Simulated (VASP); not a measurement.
Runs of VASP 6.6.1 on TePb. The structure is that of space group R-3m (No. 166), or close to it. The cells are those of the table. 

```tsv
task	level	cell	k mesh	smearing	gap on the mesh (eV)	pressure (GPa)
dielectric tensor	r2SCAN	a = 4.559 Å, angles 63.6°, 2 atoms	6 × 6 × 6	gaussian 0.01 eV	0.64	-
single point	r2SCAN	a = 4.574 Å, angles 62.7°, 2 atoms	8 × 8 × 8	gaussian 0.01 eV	0.75	(a)
single point	PBE	a = 4.559 Å, angles 63.6°, 2 atoms	4 × 4 × 4	gaussian 0.01 eV	0.39	-0.9
single point	PBE	a = 4.574 Å, angles 62.7°, 2 atoms	8 × 8 × 8	fermi-dirac 0.02 eV	(b)	-0.5
single point	r2SCAN	a = 4.559 Å, angles 63.6°, 2 atoms	8 × 8 × 8	gaussian 0.01 eV	0.64	-1.5
```

Alike in all rows: potentials or basis VASP PAW PBE potentials, release 64 (Pb_d, Te); no spin polarisation; cutoff (eV) 520.

**Question.** Fill in the values left out.

**Answer.** (a) -1.2; (b) 0.49.

Caveats: the structure was generated, so it needn't be the stable form of TePb; spin-orbit coupling is left out, which moves the levels of the heavy elements; the PAW data sets were made with another functional, which shifts forces and pressure a little (at least some runs); the gap is small at this level, which inflates the dielectric constant (at least some runs).

A k mesh can miss the band edges, and the runs leave out spin-orbit coupling on Pb, Te.
